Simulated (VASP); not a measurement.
Input of a VASP 6.6.1 run:

POSCAR

```
ZrB2
1.0
    3.1700000000      0.0000000000      0.0000000000
   -1.5850000000      2.7453005300      0.0000000000
    0.0000000000      0.0000000000      3.5330000000
Zr B
1 2
Direct
    0.0000000000      0.0000000000      0.0000000000
    0.3333333333      0.6666666667      0.5000000000
    0.6666666667      0.3333333333      0.5000000000
```

File INCAR.step1:

```
SYSTEM = ZrB2
ALGO = Normal ; EDIFF = 1E-4
ENCUT = 520 ; GGA = PE
ISMEAR = 0 ; LASPH = .True.
LCHARG = .False. ; LREAL = .False.
LWAVE = .True. ; NBANDS = 16
NELM = 80 ; PREC = Accurate
SIGMA = 0.15
```

File INCAR.step2:

```
SYSTEM = ZrB2
ALGO = Normal ; EDIFF = 1E-6
ENCUT = 520 ; ISIF = 2
ISMEAR = 0 ; ISTART = 1
LASPH = .True. ; LCHARG = .False.
LMIXTAU = .True. ; LREAL = .False.
LWAVE = .False. ; METAGGA = R2SCAN
NBANDS = 16 ; NELM = 80
PREC = Accurate ; SIGMA = 0.15
```

KPOINTS

```
k-points
0
Gamma
  11 11 9
  0 0 0
```

Potentials or basis: VASP PAW PBE potentials, release 64 (Zr_sv, B).

The run is started by

```sh
$ cat potpaw_PBE.64/Zr_sv/POTCAR potpaw_PBE.64/B/POTCAR > POTCAR
$ cp INCAR.step1 INCAR
$ mpirun -np 1 vasp_std > vasp.out
$ cp INCAR.step2 INCAR
$ mpirun -np 1 vasp_std > vasp.out
```

(1) What does it give for the pressure?

(2) What does it give for the band gap on the k mesh?

Answers

(1) 0.8 GPa.

(2) zero (bands 9 and 10 overlap by 1.30 eV).

Caveat: the PAW data sets were made with another functional, which shifts forces and pressure a little.
